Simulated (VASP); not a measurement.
Write the native input for VASP 6.6.1 that does the following.

| Item | Value |
| --- | --- |
| Task | single point |
| Functional | PBEsol |
| Potentials or basis | VASP PAW PBE potentials, release 64 (O, H, N) |
| Cutoff | 520 eV |
| k mesh | 1 × 1 × 1 |
| Occupations | fermi-dirac, width 0.02 eV |
| Spin | no spin polarisation |
| Dipole correction | no |
| Further INCAR settings | LREAL = Auto; ALGO = Normal; EDIFF = 1e-06; NBANDS = 67 |

The structure of H23NO10 lies in POSCAR:

```
H23NO10
1.0
    6.9726830000      0.0000000000      0.0000000000
    0.0000000000      6.9726830000      0.0000000000
    0.0000000000      0.0000000000      6.9726830000
O H N
10 23 1
Direct
    0.7059262554      0.8263246730      0.2284486474
    0.3414037323      0.8366506838      0.0987424783
    0.8680016000      0.2242321930      0.1097425482
    0.7252014755      0.0225738070      0.6246519453
    1.0149464704      0.5960689737      0.9389929242
    0.2002529012      0.9870518995      0.5163005403
    0.5208038283      0.3601339685      0.6585556808
    0.2337407279      0.3114583009      0.9479708170
    0.2816706281      0.3385640793      0.3402707394
    0.4296911246      0.7594350697      0.7186616687
    0.5883961740      0.7664768354      0.2076388673
    0.7028284521      0.9308611907      0.1500283320
    0.2394774006      0.7611704132      0.1467871119
    0.3610661778      0.7856229804     -0.0325699591
    0.7960350413      0.2171474022     -0.0014771932
    0.9437687042      0.3362263852      0.1025717073
    0.7504858603      0.0234629912      0.4875884936
    0.6621841263     -0.0980684193      0.6515282568
    0.9627857741      0.7047645791      1.0106296242
    0.9981953862      0.6010742206      0.7885630252
    0.2083416097      1.0345085242      0.3875409222
    0.1347974661      1.0968661561      0.5877364567
    0.4211434824      0.3185861167      0.7584598353
    0.5899307340      0.2404956600      0.6350640062
    0.1249447307      0.4022268042      0.9195742873
    0.1762879511      0.1848929601      0.9667010532
    0.3268612670      0.3597467431      0.2063767993
    0.3948695215      0.3548992547      0.4185476380
    0.4047079152      0.6361109490      0.6584839724
    0.3202067267      0.8339544477      0.6602336575
    1.0428266996      0.7413358674      0.5294231790
    1.1041517304      0.5280176942      0.4599090479
    0.8563561544      0.6155736608      0.4683993235
    0.9930036974      0.5941328467      0.5405810073
```

One way to write it, as run:

INCAR

```
  PREC = Accurate
  ENCUT = 520
  EDIFF = 1E-6
  ISMEAR = -1
  SIGMA = 0.02
  LREAL = Auto
  LASPH = T
  NELM = 80
  ALGO = Normal
  ISIF = 2
  LWAVE = F
  LCHARG = F
  GGA = PS
  NBANDS = 67
```

KPOINTS

```
regular mesh
0
Gamma
  1 1 1
```

Potentials or basis: VASP PAW PBE potentials, release 64 (O, H, N).

Launch:

```console
$ cat potpaw_PBE.64/O/POTCAR potpaw_PBE.64/H/POTCAR potpaw_PBE.64/N/POTCAR > POTCAR
$ mpirun -np 1 vasp_gam > vasp.out
```

Results of the run:

| Item | Value |
| --- | --- |
| Pressure | 0.9 GPa |
| Largest force | 4.519 eV/Å |
| Band gap on the k mesh | 4.32 eV |

Caveat: the k points lie up to 0.90 Å⁻¹ apart; the atoms stand as in a frame of molecular dynamics; the PAW data sets were made with another functional, which shifts forces and pressure a little.

It took 42 s on 1 thread of AMD EPYC 7R13 Processor (Zen 3), on a shared host, peak memory 0.33 GiB.
